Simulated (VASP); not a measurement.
A run of VASP 6.6.1 is set up as follows.

Contents of INCAR:

```
PREC = Accurate
ENCUT = 520
EDIFF = 1E-6
ISMEAR = 0
SIGMA = 0.15
LREAL = F
LASPH = T
NELM = 80
ALGO = Fast
ISIF = 2
LWAVE = F
LCHARG = F
GGA = PE
NBANDS = 13
```

KPOINTS

```
Automatic mesh
0
Gamma
  22 22 22
```

The input POSCAR:

```
Mo
1.0
   -1.5710000000      1.5003050000      1.5710000000
    1.5710000000     -1.5003050000      1.5710000000
    1.5710000000      1.5003050000     -1.5710000000
Mo
1
Direct
    0.0000000000      0.0000000000      0.0000000000
```

Potentials or basis: VASP PAW PBE potentials, release 64 (Mo_sv).

Command:

```bash
$ cat potpaw_PBE.64/Mo_sv/POTCAR > POTCAR
$ mpirun -np 1 vasp_std > vasp.out
```

Q: Estimate the pressure.

A: 19.9 GPa.

Q: Predict the band gap on the k mesh.

A: Zero (bands 7 and 8 overlap by 5.65 eV).

Stress tensor (GPa, compression positive):
```
14.54  0.00  0.00
 0.00 30.67  0.00
 0.00  0.00 14.54
```

Caveat: the cell differs from its parent crystal (strain -0.0450 x Voigt [0, 1, 0, 0, 0, 0]); the cell stands under pressure.
